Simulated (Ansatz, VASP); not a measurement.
## Two plane-wave programs on NaI

```
Na I
1.0
    -1.35920    2.71841    2.71841
     2.71841   -1.35920    2.71841
     2.71841    2.71841   -1.35920
Na I
1 1
Direct
  0.00000 0.00000 0.00000
  0.50000 0.50000 0.50000
```

Alike in both runs: task single point; functional PBE; k mesh 8 × 8 × 8; occupations gaussian, width 0.05 eV; no spin polarisation.

|  | VASP | Ansatz |
| --- | --- | --- |
| version | VASP 6.6.1 | Ansatz 0.2.0 |
| potentials or method | VASP PAW PBE potentials, release 64 (Na_pv, I), cutoff 520 eV | scalar-relativistic, plane waves, PAW |
| valence electrons in the cell | 14 | 26 |

|  | VASP | Ansatz | Ansatz less VASP |
| --- | --- | --- | --- |
| gap on the k mesh at the Fermi level (eV) | 2.26 | 2.26 | +0.003 |
| least direct gap on the mesh (eV) | 2.84 | 2.84 | +0.005 |
| pressure (GPa) | -0.2 | -0.2 | 0.00 |

VASP's potentials hold 14 valence electrons a cell and Ansatz's 26, so a difference there can come from the potentials and not from the codes.

Neither program's run includes spin-orbit coupling.
